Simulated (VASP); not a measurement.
**CoH4: relaxation of cell and atoms with PBE**

CoH4:

```xyz
5
Lattice="3.8691 0.0000 0.0000 0.0000 3.8691 0.0000 0.0000 0.0000 3.0616" Properties=species:S:1:pos:R:3 pbc="T T T"
Co    0.0000    0.0000    0.0000
H     1.9346    1.9346    2.4733
H     1.9346    1.9346    0.5882
H     0.0000    1.9346    1.2369
H     1.9346    0.0000    1.8246
```

The cell was built from a structure type or drawn by symmetry, and may not be a known phase.

* Program: VASP 6.6.1
* Task: relaxation of cell and atoms
* Functional: PBE
* Potentials or basis: VASP PAW PBE potentials, release 64 (Co, H)
* Cutoff: 600 eV
* k mesh: 4 × 4 × 6
* Occupations: gaussian, width 0.1 eV
* Spin: collinear spin, ferromagnetic start
* Starting moments: [3.0, 0.0, 0.0, 0.0, 0.0] μB
* Dipole correction: no
* Further INCAR settings: ALGO = Normal; EDIFF = 1e-07; IBRION = 2; EDIFFG = -0.04; NSW = 90; ISIF = 3

```
Relaxed volume                                        : 4.69 Å³/atom
Relaxed cell                                          : a = 2.957 Å, b = 2.957 Å, c = 2.681 Å, α = 90.00°, β = 90.00°, γ = 90.00°
Space group after relaxing (to 0.1 Å)                 : P4/mmm (No. 123)
Energy gained by relaxing                             : 606.7 meV/atom
Ionic steps                                           : 24
Pressure after relaxing                               : 0.1 GPa
Largest force after relaxing                          : 0.029 eV/Å
Net moment                                            : 1.18 μB per cell
Site moments                                          : Co +1.13; H +0.03, -0.00 (each value once) μB
Valence electrons inside the program's atomic spheres : Co 8.10; H 0.60, 0.49 (each value once)
```

Forces on the atoms (eV/Å):
```
Co   0.000  0.000  0.000
H    0.000  0.000 -0.016
H    0.000  0.000  0.016
H    0.000  0.000  0.029
H    0.000  0.000 -0.029
```

Stress tensor (GPa, compression positive):
```
 0.14  0.00  0.00
 0.00  0.14  0.00
 0.00  0.00 -0.09
```

The path:
```tsv
step	energy change (eV)	largest force (eV/Å)	pressure (GPa)	volume (Å³)
1	0.0000	3.3361	-21.22	45.83
2	-2.0076	0.7122	-14.95	38.21
3	-2.0995	2.4071	-11.20	36.65
4	-2.1036	1.4430	-12.27	37.04
5	-2.4926	0.1296	-12.76	32.95
6	-2.7419	1.3816	-8.33	28.20
7	-2.6997	2.4094	11.54	24.39
8	-2.8220	0.2489	-0.86	26.37
9	-2.8221	0.2504	-0.63	26.32
10	-2.8418	0.2521	-0.26	26.06
11	-2.8834	0.2149	0.96	25.28
12	-2.9566	0.4152	4.11	23.66
13	-2.8171	1.4960	22.64	20.33
14	-2.9806	0.7182	6.68	22.87
15	-2.9684	0.9528	11.76	21.85
16	-2.9831	0.8164	8.70	22.42
17	-2.9948	0.5541	8.10	22.38
18	-3.0096	0.0495	6.43	22.25
19	-3.0097	0.0819	6.27	22.24
20	-3.0138	0.0961	5.68	22.34
21	-3.0237	0.0998	3.88	22.66
22	-3.0333	0.0716	0.54	23.30
23	-3.0336	0.0637	-0.14	23.44
24	-3.0337	0.0291	0.06	23.44
```

Final structure:
```yaml
crystal:
  lattice:
    - [2.95728, 0.00000, 0.00000]
    - [0.00000, 2.95728, 0.00000]
    - [0.00000, 0.00000, 2.68065]
  atoms:
    - { symbol: Co, position: [0.00000, 0.00000, 0.00000] }
    - { symbol: H, position: [0.50000, 0.50000, 0.85034] }
    - { symbol: H, position: [0.50000, 0.50000, 0.14966] }
    - { symbol: H, position: [0.00000, 0.50000, 0.48670] }
    - { symbol: H, position: [0.50000, 0.00000, 0.51330] }
```

Levels at points of the mesh, in eV from the Fermi level:
Spin up:
```csv
k point,band 4,band 5,band 6,band 7,band 8,band 9,band 10,band 11
"(0.00, 0.00, 0.00)",-1.56,-1.18,-1.18,0.49,3.30,6.46,6.46,7.21
"(0.50, 0.00, 0.00)",-2.26,-1.75,-1.14,-1.08,-0.17,10.34,10.47,11.48
"(0.50, 0.50, 0.00)",-3.59,-1.56,-1.56,-1.46,-0.33,2.03,10.82,13.71
"(0.00, 0.00, 0.50)",-2.20,-2.20,-1.45,-0.88,1.63,7.17,8.86,11.76
"(0.50, 0.00, 0.50)",-3.33,-2.03,-1.99,-1.27,1.09,3.02,8.39,10.03
"(0.50, 0.50, 0.50)",-1.39,-1.16,-0.04,0.51,2.44,2.44,3.32,3.32
```
Spin down:
```
           k point  band 3  band 4  band 5  band 6  band 7  band 8  band 9  band 10
(0.00, 0.00, 0.00)   -3.81   -0.52   -0.45   -0.45    1.45    4.04    6.52     6.52
(0.50, 0.00, 0.00)   -1.89   -1.33   -1.09   -0.40   -0.07    0.49   10.55    10.69
(0.50, 0.50, 0.00)   -5.49   -2.54   -0.87   -0.87    0.17    0.70    2.85    10.99
(0.00, 0.00, 0.50)   -1.72   -1.56   -1.56   -0.40    0.87    1.60    7.52     9.02
(0.50, 0.00, 0.50)   -4.64   -2.24   -1.37   -1.01    0.48    1.69    3.76     8.50
(0.50, 0.50, 0.50)   -5.48    0.25    0.61    0.66    0.97    2.91    2.91     3.46
```

It took 13 min on 1 thread of Intel Xeon 8259CL (shared host), peak memory 0.22 GiB.

Caveat: the k points lie up to 0.53 Å⁻¹ apart in the final cell; the volume moved by over 15 % at a fixed basis, so the end points are rough.
